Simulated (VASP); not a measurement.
Here is a VASP 6.6.1 calculation.

The input INCAR:

```
PREC = Accurate ; ENCUT = 500
EDIFF = 1E-6 ; ISMEAR = 0
SIGMA = 0.1 ; LREAL = False
LASPH = True ; NELM = 120
ALGO = Normal ; ISIF = 2
LWAVE = False ; LCHARG = False
GGA = PE ; IVDW = 12
NBANDS = 19 ; GGA_COMPAT = False
```

The input KPOINTS:

```
regular mesh
0
Gamma
  4 4 4
```

The input POSCAR:

```
SrCl2
1.0
    0.0000000000      3.4855000000      3.4855000000
    3.4855000000      0.0000000000      3.4855000000
    3.4855000000      3.4855000000      0.0000000000
Sr Cl
1 2
Direct
    0.0000000000      0.0000000000      0.0000000000
    0.2500000000      0.2500000000      0.2500000000
    0.7500000000      0.7500000000      0.7500000000
```

Potentials or basis: VASP PAW PBE potentials, release 64 (Sr_sv, Cl).

Command:

```sh
$ cat potpaw_PBE.64/Sr_sv/POTCAR potpaw_PBE.64/Cl/POTCAR > POTCAR
$ mpirun -np 1 vasp_std > vasp.out
```

Estimate the pressure.

-0.1 GPa.

Predict the band gap on the k mesh.

5.35 eV, indirect (least direct gap 5.50 eV).

A k mesh can miss the band edges. A hybrid or GW would open this gap; PBE tends to underestimate it.
